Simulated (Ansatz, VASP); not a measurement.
Two plane-wave programs on SnO

File INCAR:

```
SYSTEM = SnO
  PREC = Accurate
  ENCUT = 520
  EDIFF = 1E-6
  ISMEAR = 0
  SIGMA = 0.05
  LREAL = .False.
  LASPH = .True.
  NELM = 100
  ALGO = Normal
  ISIF = 2
  LWAVE = .False.
  LCHARG = .True.
  GGA = PS
  LELF = .True.
  LVHAR = .True.
  NBANDS = 28
```

Contents of KPOINTS:

```
regular mesh
0
Gamma
  8 6 8
  0 0 0
```

Contents of POSCAR:

```
SnO
1.0
    3.3156061815      0.0000000000      0.0000000000
    0.0000000000      5.7049851891      0.0000000000
    0.0000000000      0.0000000000      3.8941648049
Sn O
2 2
Direct
    0.0000000000      0.2337892808      0.5261742991
    0.5000000000      0.7662107192      0.0261742991
   -0.1066331076      0.9473291178      0.7238267009
    0.3933668924      0.1766163014      0.2238267009
```

Input for Ansatz:

```yaml
crystal:
  lattice:
    - [3.3156061815, 0.0, 0.0]
    - [0.0, 5.7049851891, 0.0]
    - [0.0, 0.0, 3.8941648049]
  atoms:
    - { symbol: Sn, position: [0.0, 0.2337892808, 0.5261742991] }
    - { symbol: Sn, position: [0.5, 0.7662107192, 0.0261742991] }
    - { symbol: O, position: [-0.1066331076, 0.9473291178, 0.7238267009] }
    - { symbol: O, position: [0.3933668924, 0.1766163014, 0.2238267009] }
basis:
  ecutwfc: 420
kpoints:
  mp_grid: { grid: [8, 6, 8] }
hamiltonian:
  xc: pbesol
scf:
  occupations: { method: gaussian, width: 0.05 }
output:
  forces: true
  stress: true
  eigenvalues: true
```

Change from the starting cell: all O atoms moved -0.500 Å, as atom 3 along Cartesian [1 -1 0].

Alike in both runs: task single point; functional PBEsol; k mesh 8 × 6 × 8; occupations gaussian, width 0.05 eV; no spin polarisation.

|  | VASP | Ansatz |
| --- | --- | --- |
| version | VASP 6.6.1 | Ansatz 0.2.0 |
| potentials or method | VASP PAW PBE potentials, release 64 (Sn_d, O), cutoff 520 eV | scalar-relativistic, plane waves, PAW |
| valence electrons in the cell | 40 | 40 |

```tsv
	VASP	Ansatz	Ansatz less VASP
gap on the k mesh at the Fermi level (eV)	0.52	0.53	+0.003
least direct gap on the mesh (eV)	0.76	0.76	+0.002
pressure (GPa)	12.3	12.4	+0.10
traceless stress, the component that is largest in VASP (GPa)	-14.91	-14.96	-0.055
rms of the force components (eV/Å)	3.402	3.420	+0.0185
```

VASP's potentials were made for PBE, not for PBEsol. Atom by atom the forces differ by 0.033 eV/Å (rms over components). The functional is the same, so the differences come from potentials, cutoffs and numerics.
